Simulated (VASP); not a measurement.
# TaN (P6_3mc) in VASP: notebook, part 2 of 2

VASP 6.6.1. The steps go on from the part before.

### Step 3. Single point, PBEsol (strain -0.030 along x and y, -0.015 along z)

INCAR reads:

```
SYSTEM = TaN
ALGO = Normal
EDIFF = 1E-6
ENCUT = 520
GGA = PS
ISIF = 2
ISMEAR = 0
LASPH = .TRUE.
LCHARG = .FALSE.
LREAL = .FALSE.
LWAVE = .FALSE.
NBANDS = 24
NELM = 100
PREC = Accurate
SIGMA = 0.15
```

KPOINTS reads:

```
k-points
0
G
  18 18 10
  0 0 0
```

POSCAR reads:

```
TaN
1.0
    2.9585010578      0.0000000000      0.0000000000
   -1.4792505289      2.5621370732      0.0000000000
    0.0000000000      0.0000000000      4.8659000000
Ta N
2 2
Direct
    0.3333333333      0.6666666667      0.0000000000
    0.6666666667      0.3333333333      0.5000000000
    0.3333333333      0.6666666667      0.3850000000
    0.6666666667      0.3333333333      0.8850000000
```

Potentials or basis: VASP PAW PBE potentials, release 64 (Ta_pv, N).

On the command line:

```sh
$ cat potpaw_PBE.64/Ta_pv/POTCAR potpaw_PBE.64/N/POTCAR > POTCAR
$ mpirun -np 1 vasp_std > vasp.out
```

OUTCAR:

```text
SYSTEM = TaN
   EDIFF = 1E-6
   ENCUT = 520
   GGA = PS
   ISIF = 2
   ISMEAR = 0
   LASPH = .TRUE.
   LREAL = .FALSE.
   NELM = 100
   PREC = Accurate

 ion  position               nearest neighbor table
   1  0.333  0.667  0.000-   4 1.80   4 1.80   4 1.80   3 1.87   2 2.97   2 2.97   2 2.97   2 2.97
                             2 2.97   2 2.97
   2  0.667  0.333  0.500-   3 1.80   3 1.80   3 1.80   4 1.87   1 2.97   1 2.97   1 2.97   1 2.97
                             1 2.97   1 2.97
   3  0.333  0.667  0.385-   2 1.80   2 1.80   2 1.80   1 1.87
   4  0.667  0.333  0.885-   1 1.80   1 1.80   1 1.80   2 1.87

  LATTYP: Found a hexagonal cell.
 ALAT       =     2.9585010578
 C/A-ratio  =     1.6447180193

  Lattice vectors:

 A1 = (   2.9585010578,   0.0000000000,   0.0000000000)
 A2 = (  -1.4792505289,   2.5621370732,   0.0000000000)
 A3 = (   0.0000000000,   0.0000000000,   4.8659000000)

Analysis of symmetry for initial positions (statically):
=====================================================================
 Subroutine PRICEL returns:
 Original cell was already a primitive cell.

 Routine SETGRP: Setting up the symmetry group for a
 hexagonal supercell.

 Subroutine GETGRP returns: Found 12 space group operations
 (whereof  6 operations were pure point group operations)
 out of a pool of 24 trial point group operations.

The static configuration has the point symmetry C_3v.
 The point group associated with its full space group is C_6v.

Analysis of symmetry for dynamics (positions and initial velocities):
=====================================================================
 Subroutine PRICEL returns:
 Original cell was already a primitive cell.

 Routine SETGRP: Setting up the symmetry group for a
[... 126 lines left out ...]
   ISMEAR =     0;   SIGMA  =   0.15  broadening in eV -4-tet -1-fermi 0-gaus
   EFERMI_NEDOS =   21; number of points for ismear=-14 and -15
   IALGO  =     38    algorithm
   IMIX   =      4    mixing-type and parameters
     AMIX     =   0.40;   BMIX     =  1.00
     AMIX_MAG =   1.60;   BMIX_MAG =  1.00
  volume/ion in A,a.u.               =       9.22        62.23
  Fermi-wavevector in a.u.,A,eV,Ry     =   1.561394  2.950606 33.170324  2.437950
  Thomas-Fermi vector in A             =   2.664465
   LORBIT       =      0    0 simple, 1 ext, 2 COOP (PROOUT), +10 PAW based schemes
   GGA     = PS    functional components
   LHFCALC =     F    Hartree Fock is set to
   AEXX    =    0.0000 exact exchange contribution
   IVDW    =     0    specifies the selected vdW correction
   LEPSILON=     F    determine dielectric tensor
   LRPA    =     F    only Hartree local field effects (RPA)
 non-spin polarized calculation
 Gauss-broadening in eV      SIGMA  =   0.15
  energy-cutoff  :      520.00
  volume of cell :       36.88
 maximum number of plane-waves:      1020
 NGX is ok and might be reduce to    24
   NGX = 11   NGY = 11   NGZ = 19

 number of electron      32.0000007 magnetization

 Free energy of the ion-electron system (eV)
  ---------------------------------------------------
  ext. energy  EPLUGINS =         0.00000000
  ---------------------------------------------------
  free energy    TOTEN  =       -37.84033986 eV

  energy without entropy =      -37.82526360  energy(sigma->0) =      -37.83280173

 E-fermi :  10.4712     XC(G=0): -14.1223

 val. band max:       10.4674345329   @ k =   0.2778   0.1111   0.4000
 cond. band min:      10.4758964538   @ k =   0.1111   0.0000   0.4000
 fundamental gap:      0.0084619208
 Fermi energy:        10.4712410827

 k-point     1 :       0.0000    0.0000    0.0000
  band No.  band energies     occupation
      1     -25.7845      2.00000
      2     -24.3901      2.00000
      3     -24.3901      2.00000
      4     -24.1569      2.00000
      5     -24.1569      2.00000
      6     -24.0593      2.00000
[... 637 lines left out ...]
     23      17.5827      0.00000
     24      18.6631      0.00000

 [... further k-points ...]

------------------------ aborting loop because EDIFF is reached ----------------------------------------

  FORCE on cell =-STRESS in cart. coord.  units (eV):
  Direction    XX          YY          ZZ          XY          YZ          ZX
  --------------------------------------------------------------------------------------
  -------------------------------------------------------------------------------------
  Total       47.9945054     47.9945054     37.1895305     -0.0000000      0.0000000      0.0000000
  in kB     2084.8020914   2084.8020914   1615.4518171     -0.0000000      0.0000000      0.0000000
  external PRESSURE =    1928.3519999 kB  Pullay stress =       0.0000000 kB

 VOLUME and BASIS-vectors are now :
 -----------------------------------------------------------------------------
  energy-cutoff  :      520.00
  volume of cell :       36.88
      direct lattice vectors                 reciprocal lattice vectors
     2.958501058  0.000000000  0.000000000     0.338009005  0.195149590  0.000000000
    -1.479250529  2.562137073  0.000000000     0.000000000  0.390299181  0.000000000
     0.000000000  0.000000000  4.865900000     0.000000000  0.000000000  0.205511827

 POSITION                                       TOTAL-FORCE (eV/Angst)
 -----------------------------------------------------------------------------------
     -0.00000      1.70809      0.00000        -0.000000      0.000000      3.580642
      1.47925      0.85405      2.43295         0.000000     -0.000000      3.580642
     -0.00000      1.70809      1.87337         0.000000     -0.000000     -3.580642
      1.47925      0.85405      4.30632        -0.000000      0.000000     -3.580642
 -----------------------------------------------------------------------------------
    total drift:                               -0.000000     -0.000000     -0.000051

  FREE ENERGIE OF THE ION-ELECTRON SYSTEM (eV)
  ---------------------------------------------------
  free  energy   TOTEN  =       -37.8403398612 eV

  energy  without entropy=      -37.8252636006  energy(sigma->0) =      -37.83280173
```

Wall time 1.7 min (1 thread of AMD EPYC 9R45 (Zen 5), shared host); peak memory 0.25 GiB.

Results:

- Free energy: -37.8403 eV
- Pressure: 192.8 GPa
- Largest force: 3.581 eV/Å
- Band gap on the k mesh: zero (bands 16 and 17 overlap by 3.15 eV)

Forces on the atoms (eV/Å):
```
Ta   0.000  0.000  3.581
Ta   0.000  0.000  3.581
N    0.000  0.000 -3.581
N    0.000  0.000 -3.581
```

Stress tensor (GPa, compression positive):
```
208.48   0.00   0.00
  0.00 208.48   0.00
  0.00   0.00 161.55
```

Caveat: the cell differs from its parent crystal (strain -0.030 along x and y, -0.015 along z); the stress differs along the axes, from 162 to 208 GPa; the PAW data sets were made with another functional, which shifts forces and pressure a little; spin-orbit coupling is left out, which moves the levels of the heavy elements.

### Step 4. Single point, PBEsol (strain -0.030 along x and y, +0.000 along z)

INCAR reads:

```
SYSTEM = TaN
PREC = Accurate ; ENCUT = 520
EDIFF = 1E-7 ; ISMEAR = 0
SIGMA = 0.15 ; LREAL = .False.
LASPH = .True. ; NELM = 60
ALGO = Normal ; ISIF = 2
LWAVE = .False. ; LCHARG = .False.
GGA = PS ; NBANDS = 24
```

KPOINTS reads:

```
Automatic mesh
0
Gamma
  18 18 10
  0 0 0
```

Changes to POSCAR since step 3:

```diff
@@ -4,3 +4,3 @@
    -1.4792505289      2.5621370732      0.0000000000
-    0.0000000000      0.0000000000      4.8659000000
+    0.0000000000      0.0000000000      4.9400000000
 Ta N
```

On the command line:

```sh
$ cat potpaw_PBE.64/Ta_pv/POTCAR potpaw_PBE.64/N/POTCAR > POTCAR
$ mpirun -np 1 vasp_std > vasp.out
```

It took 2.1 min on 1 thread of AMD EPYC 9R45 (Zen 5), shared host; peak memory 0.27 GiB.

Results (log left out):

| Item | Value |
| --- | --- |
| Free energy | -38.3777 eV |
| Pressure | 180.7 GPa |
| Largest force | 4.372 eV/Å |
| Band gap on the k mesh | zero (bands 16 and 17 overlap by 3.12 eV) |

Forces on the atoms (eV/Å):
```
Ta   0.000  0.000  4.372
Ta   0.000  0.000  4.372
N    0.000  0.000 -4.372
N    0.000  0.000 -4.372
```

Stress tensor (GPa, compression positive):
```
198.63   0.00   0.00
  0.00 198.63   0.00
  0.00   0.00 144.76
```

Levels at points of the mesh, in eV from the Fermi level:
```
           k point  band 14  band 15  band 16  band 17  band 18  band 19
(0.00, 0.00, 0.00)    -7.80    -0.72    -0.72    -0.18     2.55     2.88
(0.50, 0.00, 0.00)    -5.22    -2.41    -1.18     0.70     1.80     2.21
(0.00, 0.00, 0.50)    -8.87     1.30     1.30     1.30     1.30     2.09
(0.50, 0.00, 0.50)    -6.50    -0.51    -0.51     2.38     2.38     2.59
```

Caveat: the cell differs from its parent crystal (strain -0.030 along x and y, +0.000 along z); the stress differs along the axes, from 145 to 199 GPa; the PAW data sets were made with another functional, which shifts forces and pressure a little; spin-orbit coupling is left out, which moves the levels of the heavy elements.

### Step 5. Single point, PBEsol (strain -0.015 along x and y, -0.030 along z)

INCAR reads:

```
PREC     = Accurate       # precision mode
ENCUT    = 520            # plane-wave cutoff, eV
EDIFF    = 1E-6           # SCF threshold, eV
ISMEAR   = 0              # smearing method
SIGMA    = 0.15           # smearing width, eV
LREAL    = False          # projectors in reciprocal space
LASPH    = True           # aspherical terms in the spheres
NELM     = 80             # most SCF steps
ALGO     = Normal         # electronic algorithm
ISIF     = 2              # what is computed and relaxed
LWAVE    = False          # write WAVECAR
LCHARG   = False          # write CHGCAR
GGA      = PS             # functional
NBANDS   = 24             # bands
```

KPOINTS reads:

```
regular mesh
0
Gamma
  18 18 10
```

POSCAR reads:

```
TaN
1.0
    3.0042510742      0.0000000000      0.0000000000
   -1.5021255371      2.6017577496      0.0000000000
    0.0000000000      0.0000000000      4.7918000000
Ta N
2 2
Direct
    0.3333333333      0.6666666667      0.0000000000
    0.6666666667      0.3333333333      0.5000000000
    0.3333333333      0.6666666667      0.3850000000
    0.6666666667      0.3333333333      0.8850000000
```

On the command line:

```sh
$ cat potpaw_PBE.64/Ta_pv/POTCAR potpaw_PBE.64/N/POTCAR > POTCAR
$ mpirun -np 1 vasp_std > vasp.out
```

Wall time 1.7 min (1 thread of AMD EPYC 9R45 (Zen 5), shared host); peak memory 0.26 GiB.

Results (log left out):

```
Free energy            : -38.6651 eV
Pressure               : 176.8 GPa
Largest force          : 1.599 eV/Å
Band gap on the k mesh : zero (bands 16 and 17 overlap by 3.04 eV)
```

Forces on the atoms (eV/Å):
```
Ta   0.000  0.000  1.599
Ta   0.000  0.000  1.599
N    0.000  0.000 -1.599
N    0.000  0.000 -1.599
```

Stress tensor (GPa, compression positive):
```
184.60   0.00   0.00
  0.00 184.60   0.00
  0.00   0.00 161.26
```

Levels at points of the mesh, in eV from the Fermi level:
```tsv
k point	band 13	band 14	band 15	band 16	band 17	band 18	band 19	band 20
(0.00, 0.00, 0.00)	-8.21	-7.43	-1.09	-1.09	-0.20	2.24	2.80	2.80
(0.50, 0.00, 0.00)	-6.22	-5.23	-2.56	-1.08	0.43	1.41	2.23	3.98
(0.00, 0.00, 0.50)	-8.90	-8.90	1.24	1.24	1.24	1.24	1.97	1.97
(0.50, 0.00, 0.50)	-6.70	-6.70	-0.39	-0.39	2.33	2.33	2.36	2.36
```

Caveat: the cell differs from its parent crystal (strain -0.015 along x and y, -0.030 along z); the stress differs along the axes, from 161 to 185 GPa; the PAW data sets were made with another functional, which shifts forces and pressure a little; spin-orbit coupling is left out, which moves the levels of the heavy elements.

### Step 6. The runs side by side

```tsv
cell	gap on the mesh (eV)	pressure (GPa)	largest force (eV/Å)
a = 2.959, b = 2.959, c = 4.792 Å, angles 90.0, 90.0, 120.0°, 4 atoms	none	206.1	2.67
a = 2.959, b = 2.959, c = 4.866 Å, angles 90.0, 90.0, 120.0°, 4 atoms	none	192.8	3.58
a = 2.959, b = 2.959, c = 4.940 Å, angles 90.0, 90.0, 120.0°, 4 atoms	none	180.7	4.37
a = 3.004, b = 3.004, c = 4.792 Å, angles 90.0, 90.0, 120.0°, 4 atoms	none	176.8	1.60
```

Alike in all rows: task single point; level PBEsol; potentials or basis VASP PAW PBE potentials, release 64 (Ta_pv, N); no spin polarisation; k mesh 18 × 18 × 10; cutoff (eV) 520; smearing gaussian 0.15 eV.

Caveats: the PAW data sets were made with another functional, which shifts forces and pressure a little; spin-orbit coupling is left out, which moves the levels of the heavy elements; the stress differs along the axes, from 180 to 219 GPa (at least some runs); the stress differs along the axes, from 162 to 208 GPa (at least some runs); the stress differs along the axes, from 145 to 199 GPa (at least some runs); the stress differs along the axes, from 161 to 185 GPa (at least some runs).

Total energies depend on the potentials used, so only differences within one code and one set of settings carry meaning.
